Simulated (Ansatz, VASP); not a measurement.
**One calculation of KCl, two programs**

File INCAR:

```
SYSTEM = KCl
PREC = Accurate
ENCUT = 400
EDIFF = 1E-8
ISMEAR = -1
SIGMA = 0.02
LREAL = .False.
LASPH = .True.
NELM = 120
ALGO = Normal
ISIF = 2
LWAVE = .False.
LCHARG = .False.
GGA = PS
LEFG = .True.
NBANDS = 15
GGA_COMPAT = .False.
```

The input KPOINTS:

```
regular mesh
0
Gamma
  7 7 7
  0 0 0
```

The input POSCAR:

```
KCl
1.0
    3.7052729967      0.0000000000      0.0000000000
    0.0000000000      3.7052729967      0.0000000000
    0.0000000000      0.0000000000      3.7052729967
K Cl
1 1
Direct
    0.0000000000      0.0000000000      0.0000000000
    0.5000000000      0.5000000000      0.5000000000
```

Input for Ansatz:

```yaml
crystal:
  lattice:
    - [3.7052729967, 0.0, 0.0]
    - [0.0, 3.7052729967, 0.0]
    - [0.0, 0.0, 3.7052729967]
  atoms:
    - { symbol: K, position: [0.0, 0.0, 0.0] }
    - { symbol: Cl, position: [0.5, 0.5, 0.5] }
kpoints:
  mp_grid: { grid: [7, 7, 7] }
scf:
  occupations: { method: fermi_dirac, width: 0.02 }
hamiltonian:
  xc: pbesol
  pseudopotentials: { kind: all_electron, datasets: crystal }
output:
  forces: true
  stress: true
  eigenvalues: true
  efg: { contact_densities: true }
```

Change from the starting cell: volume scaled by 1.06, crystal datasets.

Alike in both runs: task electric field gradients; functional PBEsol; k mesh 7 × 7 × 7; occupations fermi-dirac, width 0.02 eV; no spin polarisation.

|  | VASP | Ansatz |
| --- | --- | --- |
| version | VASP 6.6.1 | Ansatz 0.2.0 |
| potentials or method | VASP PAW PBE potentials, release 64 (K_sv, Cl), cutoff 400 eV | all-electron PAW with datasets made for the crystal, scalar-relativistic |

Ansatz gave:

| Item | Value |
| --- | --- |
| gap on the k mesh at the Fermi level (eV) | 5.11 |
| pressure (GPa) | 0.6 |

Problem. What did VASP give for the same quantities?

Solution. gap on the k mesh at the Fermi level (eV): 5.10; pressure (GPa): 0.7.

VASP's potentials were made for PBE, not for PBEsol. Ansatz ran all-electron here, and VASP with PAW potentials.
